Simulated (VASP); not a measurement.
Input of a VASP 6.6.1 run:

File INCAR:

```
SYSTEM = LaOF
ALGO     = Normal         ! electronic algorithm
EDIFF    = 1E-6           ! SCF threshold, eV
ENCUT    = 600            ! plane-wave cutoff, eV
GGA      = CA             ! functional
GGA_COMPAT= .False.      
ISIF     = 2              ! what is computed and relaxed
ISMEAR   = 0              ! smearing method
LASPH    = .True.         ! aspherical terms in the spheres
LCHARG   = .False.        ! write CHGCAR
LMAXMIX  = 6              ! l up to which the mixer works
LREAL    = .False.        ! projectors in reciprocal space
LWAVE    = .False.        ! write WAVECAR
NBANDS   = 33             ! bands
NELM     = 200            ! most SCF steps
PREC     = Accurate       ! precision mode
SIGMA    = 0.01           ! smearing width, eV
```

File KPOINTS:

```
k-points
0
Gamma
  4 4 4
  0 0 0
```

File POSCAR:

```
LaOF
1.0
    4.0910000000      0.0000000000      0.0000000000
    0.0000000000      4.0910000000      0.0000000000
    0.0000000000      0.0000000000      5.8520000000
La O F
2 2 2
Direct
    1.0000000000      0.5000000000      0.7780000000
    0.5000000000      0.0000000000      0.2220000000
    1.0000000000      0.0000000000      0.5000000000
    0.5000000000      0.5000000000      0.5000000000
    1.0000000000      0.0000000000      0.0000000000
    0.5000000000      0.5000000000      0.0000000000
```

Potentials or basis: VASP PAW LDA potentials, release 64 (La, O, F).

The run is started by

```sh
$ cat potpaw_LDA.64/La/POTCAR potpaw_LDA.64/O/POTCAR potpaw_LDA.64/F/POTCAR > POTCAR
$ mpirun -np 1 vasp_std > vasp.out
```

(1) Estimate the largest force.

(2) Estimate the pressure.

(3) Predict the band gap on the k mesh.

## Answers

(1) 7.893 eV/Å.

(2) -8.7 GPa.

(3) 1.72 eV (least direct gap 1.73 eV).

Caveat: the cell stands under tension; spin-orbit coupling is left out, which moves the levels of the heavy elements; forces of over 1 eV/Å act on the atoms, so gaps and moduli don't describe the material at rest.
